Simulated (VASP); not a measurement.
# Ru (P6_3/mmc) in VASP: further runs

The runs below take Ru through single point, with BLYP, PBE.

All numbers are computed with VASP 6.6.1; they aren't measurements. Logs are shortened: lines on timing, memory, paths and dates and some standing lists are left out, and cuts for length are marked.

## 1. The cell of the first run

The structure is hexagonal, space group P6_3/mmc (No. 194). The conventional cell has a = 2.651 Å, b = 2.651 Å, c = 4.194 Å, α = 90.00°, β = 90.00°, γ = 120.00°. Ru (site symmetry -6m2) has 12 Ru at 2.60 to 2.65 Å within 3.4 Å.

## 2. Single point, BLYP

INCAR reads:

```
AGGAC    = 1.0          
AGGAX    = 1.0          
ALDAC    = 0.0          
ALDAX    = 1.0          
ALGO     = Normal         # electronic algorithm
EDIFF    = 1E-6           # SCF threshold, eV
ENCUT    = 520            # plane-wave cutoff, eV
GGA      = B5             # functional
ISIF     = 2              # what is computed and relaxed
ISMEAR   = -1             # smearing method
LASPH    = T              # aspherical terms in the spheres
LCHARG   = F              # write CHGCAR
LREAL    = F              # projectors in reciprocal space
LWAVE    = F              # write WAVECAR
NBANDS   = 21             # bands
NELM     = 100            # most SCF steps
PREC     = Accurate       # precision mode
SIGMA    = 0.05           # smearing width, eV
```

KPOINTS reads:

```
k-points
0
Gamma
  11 11 6
```

POSCAR reads:

```
Ru
1.0
    2.6505640930      0.0000000000      0.0000000000
   -1.3252820465      2.2954558389      0.0000000000
    0.0000000000      0.0000000000      4.1944897589
Ru
2
Direct
    0.6666666667      0.3333333333      0.7500000000
    0.3333333333      0.6666666667      0.2500000000
```

Potentials or basis: VASP PAW PBE potentials, release 64 (Ru_pv).

Started as:

```bash
$ cat potpaw_PBE.64/Ru_pv/POTCAR > POTCAR
$ mpirun -np 1 vasp_std > vasp.out
```

OUTCAR:

```text
EDIFF = 1E-6
   ENCUT = 520
   GGA = B5
   ISIF = 2
   ISMEAR = -1
   LASPH = T
   LREAL = F
   NELM = 100
   PREC = Accurate

 ion  position               nearest neighbor table
   1  0.667  0.333  0.750-   2 2.60   2 2.60   2 2.60   2 2.60   2 2.60   2 2.60
   2  0.333  0.667  0.250-   1 2.60   1 2.60   1 2.60   1 2.60   1 2.60   1 2.60

  LATTYP: Found a hexagonal cell.
 ALAT       =     2.6505640930
 C/A-ratio  =     1.5824894670

  Lattice vectors:

 A1 = (   2.6505640930,   0.0000000000,   0.0000000000)
 A2 = (  -1.3252820465,   2.2954558389,   0.0000000000)
 A3 = (   0.0000000000,   0.0000000000,   4.1944897589)

Analysis of symmetry for initial positions (statically):
=====================================================================
 Subroutine PRICEL returns:
 Original cell was already a primitive cell.

 Routine SETGRP: Setting up the symmetry group for a
 hexagonal supercell.

 Subroutine GETGRP returns: Found 24 space group operations
 (whereof 12 operations were pure point group operations)
 out of a pool of 24 trial point group operations.

The static configuration has the point symmetry D_3d.
 The point group associated with its full space group is D_6h.

Analysis of symmetry for dynamics (positions and initial velocities):
=====================================================================
 Subroutine PRICEL returns:
 Original cell was already a primitive cell.

 Routine SETGRP: Setting up the symmetry group for a
 hexagonal supercell.

 Subroutine GETGRP returns: Found 24 space group operations
 (whereof 12 operations were pure point group operations)
 out of a pool of 24 trial point group operations.

The dynamic configuration has the point symmetry D_3d.
 The point group associated with its full space group is D_6h.

 Subroutine INISYM returns: Found 24 space group operations
 (whereof 12 operations are pure point group operations),
 and found     1 'primitive' translations

----------------------------------------------------------------------------------------

                                     Primitive cell

  volume of cell :      25.5203

  direct lattice vectors                    reciprocal lattice vectors
     2.650564093  0.000000000  0.000000000     0.377278181  0.217821659  0.000000000
    -1.325282046  2.295455839  0.000000000     0.000000000  0.435643319  0.000000000
     0.000000000  0.000000000  4.194489759     0.000000000  0.000000000  0.238408020

  length of vectors
     2.650564093  2.650564093  4.194489759     0.435643319  0.435643319  0.238408020

  position of ions in fractional coordinates (direct lattice)
     0.666666667  0.333333333  0.750000000
     0.333333333  0.666666667  0.250000000

  ion indices of the primitive-cell ions
   primitive index   ion index
                 1           1
                 2           2

----------------------------------------------------------------------------------------

 KPOINTS: k-points

Automatic generation of k-mesh.
 Grid dimensions read from file:
 generate k-points for:   11   11    6

 Generating k-lattice:

  Cartesian coordinates                     Fractional coordinates (reciprocal lattice)
     0.034298016  0.019801969  0.000000000     0.090909091 -0.000000000  0.000000000
     0.000000000  0.039603938  0.000000000     0.000000000  0.090909091  0.000000000
     0.000000000  0.000000000  0.039734670     0.000000000  0.000000000  0.166666667

  Length of vectors
     0.039603938  0.039603938  0.039734670

  Shift w.r.t. Gamma in fractional coordinates (k-lattice)
     0.000000000  0.000000000  0.000000000

 Subroutine IBZKPT returns following result:
 ===========================================

 Found     64 irreducible k-points:

 Following reciprocal coordinates:
            Coordinates               Weight
  0.000000  0.000000  0.000000      1.000000
  0.090909 -0.000000  0.000000      6.000000
  0.181818  0.000000  0.000000      6.000000
  0.272727  0.000000  0.000000      6.000000
  0.363636 -0.000000  0.000000      6.000000
  0.454545 -0.000000  0.000000      6.000000
[... 16 lines left out ...]
  0.090909  0.090909  0.166667     12.000000
  0.181818  0.090909  0.166667     24.000000
 [... further k-points ...]
   k-points           NKPTS =     64   k-points in BZ     NKDIM =     64   number of bands    NBANDS=     21
   number of dos      NEDOS =    301   number of ions     NIONS =      2
   total plane-waves  NPLWV =  12800
   dimension x,y,z NGX =    20 NGY =   20 NGZ =   32
   dimension x,y,z NGXF=    40 NGYF=   40 NGZF=   64
   ions per type =               2
   NGX,Y,Z   is equivalent  to a cutoff of  12.54, 12.54, 12.68 a.u.
   NGXF,Y,Z  is equivalent  to a cutoff of  25.09, 25.09, 25.37 a.u.
 SYSTEM =  unknown system
   PREC   = accura    normal or accurate (medium, high low for compatibility)
   ISTART =      0    job   : 0-new  1-cont  2-samecut
   ICHARG =      2    charge: 1-file 2-atom 10-const
   ISPIN  =      1    spin polarized calculation?
   LNONCOLLINEAR =      F non collinear calculations
   LSORBIT =      F    spin-orbit coupling
   LASPH  =      T    aspherical Exc in radial PAW
   ENCUT  =  520.0 eV  38.22 Ry    6.18 a.u.   4.93  4.93  7.80*2*pi/ulx,y,z
   NELM   =    100;   NELMIN=  2; NELMDL= -5     # of ELM steps
   EDIFF  = 0.1E-05   stopping-criterion for ELM
   LREAL  =      F    real-space projection
   EDIFFG = 0.1E-04   stopping-criterion for IOM
   NSW    =      0    number of steps for IOM
   IBRION =     -1    ionic relax: 0-MD 1-quasi-New 2-CG
   NFREE  =      0    steps in history (QN), initial steepest desc. (CG)
   ISIF   =      2    stress and relaxation
   ISYM   =      2    0-nonsym 1-usesym 2-fastsym
   POTIM  = 0.5000    time-step for ionic-motion
   TEBEG  =    0.0;   TEEND  =   0.0 temperature during run
   PSTRESS=    0.0 pullay stress
   NELECT =      28.0000    total number of electrons
   NUPDOWN=      -1.0000    fix difference up-down
   EMIN   =  10.00;   EMAX   =-10.00  energy-range for DOS
   EFERMI =   0.00;   METHOD = LEGACY
   ISMEAR =    -1;   SIGMA  =   0.05  broadening in eV -4-tet -1-fermi 0-gaus
   EFERMI_NEDOS =   21; number of points for ismear=-14 and -15
   IALGO  =     38    algorithm
   IMIX   =      4    mixing-type and parameters
     AMIX     =   0.40;   BMIX     =  1.00
     AMIX_MAG =   1.60;   BMIX_MAG =  1.00
  volume/ion in A,a.u.               =      12.76        86.11
  Fermi-wavevector in a.u.,A,eV,Ry     =   1.688491  3.190785 38.790228  2.851001
  Thomas-Fermi vector in A             =   2.770788
   LORBIT       =      0    0 simple, 1 ext, 2 COOP (PROOUT), +10 PAW based schemes
   GGA     = B5    functional components
   LHFCALC =     F    Hartree Fock is set to
   AEXX    =    0.0000 exact exchange contribution
   IVDW    =     0    specifies the selected vdW correction
   LEPSILON=     F    determine dielectric tensor
   LRPA    =     F    only Hartree local field effects (RPA)
 non-spin polarized calculation
  energy-cutoff  :      520.00
  volume of cell :       25.52
 maximum number of plane-waves:       702
 NGX is ok and might be reduce to    20
   NGX =  9   NGY =  9   NGZ = 15

 number of electron      27.9999992 magnetization

 Free energy of the ion-electron system (eV)
  ---------------------------------------------------
  ext. energy  EPLUGINS =         0.00000000
  ---------------------------------------------------
  free energy    TOTEN  =       -15.42106937 eV

  energy without entropy =      -15.40560663  energy(sigma->0) =      -15.41333800

 E-fermi :  14.4871     XC(G=0): -13.8271

 val. band max:       14.4858502235   @ k =   0.2727   0.1818   0.1667
 cond. band min:      14.5010943053   @ k =   0.0909   0.0909   0.3333
 fundamental gap:      0.0152440819
 Fermi energy:        14.4871417837

 k-point     1 :       0.0000    0.0000    0.0000
  band No.  band energies     occupation
      1     -29.2182      2.00000
      2     -28.0691      2.00000
      3     -28.0691      2.00000
      4     -27.8608      2.00000
      5     -27.8608      2.00000
      6     -27.8061      2.00000
[... 13 lines left out ...]
     20      24.6382      0.00000
     21      25.7536      0.00000

 k-point     2 :       0.0909   -0.0000    0.0000
  band No.  band energies     occupation
      1     -29.1837      2.00000
      2     -28.1433      2.00000
      3     -28.0939      2.00000
      4     -27.9380      2.00000
      5     -27.8708      2.00000
      6     -27.8221      2.00000
[... 13 lines left out ...]
     20      24.6382      0.00000
     21      25.7042      0.00000

 k-point     3 :       0.1818    0.0000    0.0000
  band No.  band energies     occupation
      1     -29.0857      2.00000
      2     -28.3423      2.00000
      3     -28.1582      2.00000
      4     -28.1396      2.00000
      5     -27.8997      2.00000
      6     -27.8706      2.00000
[... 13 lines left out ...]
     20      24.6380      0.00000
     21      25.5309      0.00000

 k-point     4 :       0.2727    0.0000    0.0000
  band No.  band energies     occupation
      1     -28.9403      2.00000
      2     -28.6022      2.00000
      3     -28.3925      2.00000
      4     -28.2384      2.00000
      5     -27.9507      2.00000
      6     -27.9406      2.00000
[... 13 lines left out ...]
     20      24.6376      0.00000
     21      25.2851      0.00000

 k-point     5 :       0.3636   -0.0000    0.0000
  band No.  band energies     occupation
      1     -28.8395      2.00000
      2     -28.7758      2.00000
      3     -28.6151      2.00000
      4     -28.3091      2.00000
      5     -28.0548      2.00000
      6     -27.9800      2.00000
[... 13 lines left out ...]
     20      24.7399      0.00000
     21      25.5224      0.00000

 k-point     6 :       0.4545   -0.0000    0.0000
  band No.  band energies     occupation
      1     -28.9795      2.00000
      2     -28.7436      2.00000
      3     -28.6451      2.00000
      4     -28.3501      2.00000
      5     -28.1494      2.00000
      6     -28.0040      2.00000
[... 13 lines left out ...]
     20      24.6357      0.00000
     21      26.2252      0.00000

 k-point     7 :       0.0909    0.0909    0.0000
  band No.  band energies     occupation
      1     -29.1174      2.00000
      2     -28.2636      2.00000
      3     -28.1780      2.00000
      4     -28.0427      2.00000
      5     -27.9019      2.00000
      6     -27.8544      2.00000
[... 13 lines left out ...]
     20      24.6380      0.00000
     21      25.5938      0.00000
[... 291 lines left out ...]
      1     -28.9385      2.00000
      2     -28.5423      2.00000
      3     -28.4428      2.00000
      4     -28.2188      2.00000
      5     -27.9631      2.00000
      6     -27.9609      2.00000
[... 13 lines left out ...]
     20      24.6376      0.00000
     21      27.0907      0.00000

 k-point    21 :       0.3636   -0.0000    0.1667
  band No.  band energies     occupation
      1     -28.9570      2.00000
      2     -28.7092      2.00000
      3     -28.5713      2.00000
      4     -28.2875      2.00000
      5     -28.0443      2.00000
      6     -28.0025      2.00000
[... 13 lines left out ...]
     20      24.6373      0.00000
     21      26.4665      0.00000

 k-point    22 :       0.4545   -0.0000    0.1667
  band No.  band energies     occupation
      1     -29.0479      2.00000
      2     -28.8229      2.00000
      3     -28.5227      2.00000
      4     -28.3275      2.00000
      5     -28.1183      2.00000
      6     -28.0277      2.00000
[... 13 lines left out ...]
     20      24.6349      0.00000
     21      25.8989      0.00000

 k-point    23 :       0.0909    0.0909    0.1667
  band No.  band energies     occupation
      1     -29.0484      2.00000
      2     -28.2388      2.00000
      3     -28.1847      2.00000
      4     -28.0877      2.00000
      5     -27.9185      2.00000
      6     -27.8877      2.00000
[... 13 lines left out ...]
     20      24.6380      0.00000
     21      27.0465      0.00000

 k-point    24 :       0.1818    0.0909    0.1667
  band No.  band energies     occupation
      1     -28.9627      2.00000
      2     -28.4386      2.00000
      3     -28.3782      2.00000
      4     -28.1837      2.00000
      5     -27.9745      2.00000
      6     -27.9300      2.00000
[... 13 lines left out ...]
     20      24.6377      0.00000
     21      27.1118      0.00000

 [... further k-points ...]
[... 5 lines left out ...]
  --------------------------------------------------------------------------------------
  -------------------------------------------------------------------------------------
  Total        7.1497818      7.1497818      7.4284650     -0.0000000      0.0000000     -0.0000000
  in kB      448.8662780    448.8662780    466.3621273     -0.0000000      0.0000000     -0.0000000
  external PRESSURE =     454.6982278 kB  Pullay stress =       0.0000000 kB

 VOLUME and BASIS-vectors are now :
 -----------------------------------------------------------------------------
  energy-cutoff  :      520.00
  volume of cell :       25.52
      direct lattice vectors                 reciprocal lattice vectors
     2.650564093  0.000000000  0.000000000     0.377278181  0.217821659  0.000000000
    -1.325282046  2.295455839  0.000000000     0.000000000  0.435643319  0.000000000
     0.000000000  0.000000000  4.194489759     0.000000000  0.000000000  0.238408020

 POSITION                                       TOTAL-FORCE (eV/Angst)
 -----------------------------------------------------------------------------------
      1.32528      0.76515      3.14587        -0.000000     -0.000000      0.000000
     -0.00000      1.53030      1.04862         0.000000      0.000000      0.000000
 -----------------------------------------------------------------------------------
    total drift:                               -0.000000      0.000000     -0.000000

  FREE ENERGIE OF THE ION-ELECTRON SYSTEM (eV)
  ---------------------------------------------------
  free  energy   TOTEN  =       -15.4210693674 eV

  energy  without entropy=      -15.4056066251  energy(sigma->0) =      -15.41333800
```

It took 26 s on 1 thread of Intel Xeon Platinum 8259CL at 2.50GHz (Skylake/Cascade Lake), shared host; peak memory 0.15 GiB.

What came out:

```yaml
Free_energy: -15.4211 eV
Pressure: 45.5 GPa
Band_gap_on_the_k_mesh: zero (band 14 reaches 16.19 eV, above the bottom of band 15 at 12.81 eV)
```

Levels at points of the mesh, in eV from the Fermi level:
```csv
k point,band 12,band 13,band 14,band 15,band 16,band 17
"(0.00, 0.00, 0.00)",-2.05,-2.05,-1.48,-1.48,1.35,1.35
"(0.00, 0.00, 0.50)",-2.97,-2.73,-2.73,0.65,0.65,0.65
```

Caveat: the PAW data sets were made with another functional, which shifts forces and pressure a little.

## 3. Single point, PBE

This run uses another cell than the first one, of 13.03 Å³/atom, 1.021 times its volume.

INCAR reads:

```
SYSTEM = Ru
ALGO     = Normal         ! electronic algorithm
EDIFF    = 1E-6           ! SCF threshold, eV
ENCUT    = 520            ! plane-wave cutoff, eV
GGA      = PE             ! functional
ISIF     = 2              ! what is computed and relaxed
ISMEAR   = -1             ! smearing method
LASPH    = .True.         ! aspherical terms in the spheres
LCHARG   = .True.         ! write CHGCAR
LELF     = .True.         ! ELF
LREAL    = .False.        ! projectors in reciprocal space
LVHAR    = .True.       
LWAVE    = .False.        ! write WAVECAR
NBANDS   = 21             ! bands
NELM     = 60             ! most SCF steps
PREC     = Accurate       ! precision mode
SIGMA    = 0.05           ! smearing width, eV
```

KPOINTS reads:

```
k-points
0
Gamma
  11 11 6
  0 0 0
```

POSCAR reads:

```
Ru
1.0
    2.6692306523      0.0000000000      0.0000000000
   -1.3346153261      2.3116215535      0.0000000000
    0.0000000000      0.0000000000      4.2240293924
Ru
2
Direct
    0.6666666667      0.3333333333      0.7500000000
    0.3333333333      0.6666666667      0.2500000000
```

Potentials or basis: VASP PAW PBE potentials, release 64 (Ru_pv).

Started as:

```bash
$ cat potpaw_PBE.64/Ru_pv/POTCAR > POTCAR
$ mpirun -np 1 vasp_std > vasp.out
```

Wall time 21 s (1 thread of Intel Xeon Platinum 8259CL at 2.50GHz (Skylake/Cascade Lake), shared host); peak memory 0.15 GiB.

Results (log left out):

```
Free energy            : -18.3795 eV
Pressure               : 19.6 GPa
Band gap on the k mesh : zero (band 14 reaches 15.20 eV, above the bottom of band 15 at 11.93 eV)
```

Stress tensor (GPa, compression positive):
```
19.25  0.00  0.00
 0.00 19.25  0.00
 0.00  0.00 20.16
```

Levels at points of the mesh, in eV from the Fermi level:
```tsv
k point	band 12	band 13	band 14	band 15	band 16	band 17
(0.00, 0.00, 0.00)	-1.96	-1.96	-1.41	-1.41	1.33	1.33
(0.00, 0.00, 0.50)	-2.87	-2.77	-2.77	0.66	0.66	0.66
```

## 4. Single point, BLYP

This run uses another cell than the first one, of 13.03 Å³/atom, 1.021 times its volume.

INCAR reads:

```
SYSTEM = Ru
PREC = Accurate ; ENCUT = 520
EDIFF = 1E-7 ; ISMEAR = -1
SIGMA = 0.05 ; LREAL = .False.
LASPH = .True. ; NELM = 100
ALGO = Normal ; ISIF = 2
LWAVE = .False. ; LCHARG = .False.
GGA = B5 ; ALDAX = 1.0
AGGAX = 1.0 ; AGGAC = 1.0
ALDAC = 0.0 ; NBANDS = 21
```

KPOINTS reads:

```
Automatic mesh
0
Gamma
  11 11 6
  0 0 0
```

POSCAR is that of step 3.

Started as:

```bash
$ cat potpaw_PBE.64/Ru_pv/POTCAR > POTCAR
$ mpirun -np 1 vasp_std > vasp.out
```

Run time: 31 s. Hardware: 1 thread of Intel Xeon Platinum 8259CL at 2.50GHz (Skylake/Cascade Lake), shared host; peak memory 0.15 GiB.

The run converged. Its results:

* Free energy: -15.5591 eV
* Pressure: 35.9 GPa
* Band gap on the k mesh: zero (band 14 reaches 15.73 eV, above the bottom of band 15 at 12.46 eV)

Stress tensor (GPa, compression positive):
```
35.50  0.00  0.00
 0.00 35.50  0.00
 0.00  0.00 36.65
```

Levels at points of the mesh, in eV from the Fermi level:
| k point | band 11 | band 12 | band 13 | band 14 | band 15 | band 16 | band 17 | band 18 |
| --- | --- | --- | --- | --- | --- | --- | --- | --- |
| (0.00, 0.00, 0.00) | -2.52 | -1.98 | -1.98 | -1.43 | -1.43 | 1.31 | 1.31 | 1.74 |
| (0.00, 0.00, 0.50) | -2.88 | -2.88 | -2.67 | -2.67 | 0.63 | 0.63 | 0.63 | 0.63 |

Caveat: the PAW data sets were made with another functional, which shifts forces and pressure a little.

## 5. The runs side by side

| level | cell | gap on the mesh (eV) | pressure (GPa) |
| --- | --- | --- | --- |
| BLYP | a = 2.651, b = 2.651, c = 4.194 Å, angles 90.0, 90.0, 120.0°, 2 atoms | none | 45.5 |
| PBE | a = 2.669, b = 2.669, c = 4.224 Å, angles 90.0, 90.0, 120.0°, 2 atoms | none | 19.6 |
| BLYP | a = 2.669, b = 2.669, c = 4.224 Å, angles 90.0, 90.0, 120.0°, 2 atoms | none | 35.9 |

Alike in all rows: task single point; potentials or basis VASP PAW PBE potentials, release 64 (Ru_pv); no spin polarisation; k mesh 11 × 11 × 6; cutoff (eV) 520; smearing fermi-dirac 0.05 eV.

Caveats: the PAW data sets were made with another functional, which shifts forces and pressure a little (some runs).

Absolute energies hang on the potentials; compare differences alone.
